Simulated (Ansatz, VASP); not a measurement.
**One calculation of ZnCu, two programs**

INCAR

```
ALGO = Fast ; EDIFF = 1E-6
ENCUT = 520 ; GGA = PE
ISIF = 2 ; ISMEAR = 0
LASPH = T ; LCHARG = T
LELF = T ; LREAL = F
LVHAR = T ; LWAVE = F
NBANDS = 18 ; NELM = 60
PREC = Accurate ; SIGMA = 0.05
```

The input KPOINTS:

```
k-points
0
Gamma
  6 6 6
```

The input POSCAR:

```
ZnCu
1.0
    2.9547841250      0.0000000000      0.0000000000
    0.0000000000      2.9547841250      0.0000000000
    0.0000000000      0.0000000000      2.9547841250
Zn Cu
1 1
Direct
    0.5000000000      0.5000000000      0.5000000000
    0.0000000000      0.0000000000      0.0000000000
```

Input for Ansatz:

```yaml
crystal:
  lattice:
    - [2.954784125, 0.0, 0.0]
    - [0.0, 2.954784125, 0.0]
    - [0.0, 0.0, 2.954784125]
  atoms:
    - { symbol: Zn, position: [0.5, 0.5, 0.5] }
    - { symbol: Cu, position: [0.0, 0.0, 0.0] }
basis:
  ecutwfc: 420
  ecutrho_ratio: 4
kpoints:
  mp_grid: { grid: [6, 6, 6] }
hamiltonian:
  xc: pbe
scf:
  occupations: { method: gaussian, width: 0.05 }
output:
  forces: true
  stress: true
  eigenvalues: true
```

Alike in both runs: task single point; functional PBE; k mesh 6 × 6 × 6; occupations gaussian, width 0.05 eV; no spin polarisation.

|  | VASP | Ansatz |
| --- | --- | --- |
| version | VASP 6.6.1 | Ansatz 0.2.0 |
| potentials or method | VASP PAW PBE potentials, release 64 (Zn, Cu), cutoff 520 eV | scalar-relativistic, plane waves, PAW |
| valence electrons in the cell | 23 | 31 |

Ansatz gave:

| Property | Result |
| --- | --- |
| gap on the k mesh at the Fermi level (eV) | none |
| pressure (GPa) | 1.9 |

Problem. What did VASP give for the same quantities?

Solution. gap on the k mesh at the Fermi level (eV): none; pressure (GPa): 2.7.

A gap of «none» marks a metal or a gap that the smearing closes. The functional is the same, so the differences come from potentials, cutoffs and numerics. VASP's potentials hold 23 valence electrons a cell and Ansatz's 31, so a difference there can come from the potentials and not from the codes.
